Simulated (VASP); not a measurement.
Write the native input for VASP 6.6.1 that does the following.

```
Task                   : single point
Functional             : PBEsol
Potentials or basis    : VASP PAW PBE potentials, release 64 (Al, O)
Cutoff                 : 520 eV
k mesh                 : 11 × 11 × 3
Occupations            : fermi-dirac, width 0.05 eV
Spin                   : no spin polarisation
Dipole correction      : no
Further INCAR settings : ALGO = Normal; EDIFF = 1e-06; NBANDS = 20
```

The structure of Al2O3 lies in POSCAR:

```
Al2O3
1.0
    2.8649664795      0.0000000000      0.0000000000
   -1.4324832398      2.4811337522      0.0000000000
    0.0000000000      0.0000000000      9.2740897903
Al O
2 3
Direct
    0.0000000000      0.0000000000      0.8500076700
    0.0000000000      0.0000000000      0.1499923300
    0.3333333333      0.6666666667      0.7776830800
    0.6666666667      0.3333333333      0.0000000000
    0.3333333333      0.6666666667      0.2223169200
```

The input as run:

INCAR

```
ALGO     = Normal         # electronic algorithm
EDIFF    = 1E-6           # SCF threshold, eV
ENCUT    = 520            # plane-wave cutoff, eV
GGA      = PS             # functional
ISIF     = 2              # what is computed and relaxed
ISMEAR   = -1             # smearing method
LASPH    = T              # aspherical terms in the spheres
LCHARG   = F              # write CHGCAR
LREAL    = F              # projectors in reciprocal space
LWAVE    = F              # write WAVECAR
NBANDS   = 20             # bands
NELM     = 80             # most SCF steps
PREC     = Accurate       # precision mode
SIGMA    = 0.05           # smearing width, eV
```

KPOINTS

```
k-points
0
Gamma
  11 11 3
```

Potentials or basis: VASP PAW PBE potentials, release 64 (Al, O).

Launch:

```console
$ cat potpaw_PBE.64/Al/POTCAR potpaw_PBE.64/O/POTCAR > POTCAR
$ mpirun -np 1 vasp_std > vasp.out
```

It gave:

The pressure is 0.1 GPa, the largest force is 0.155 eV/Å and the band gap on the k mesh is 4.92 eV (least direct gap 5.17 eV).

Caveat: the PAW data sets were made with another functional, which shifts forces and pressure a little; an odd mesh through Γ misses points on the zone boundary, where band edges can lie.

It took 57 s on 1 thread of Intel Xeon 8259CL (shared host), peak memory 0.2 GiB.
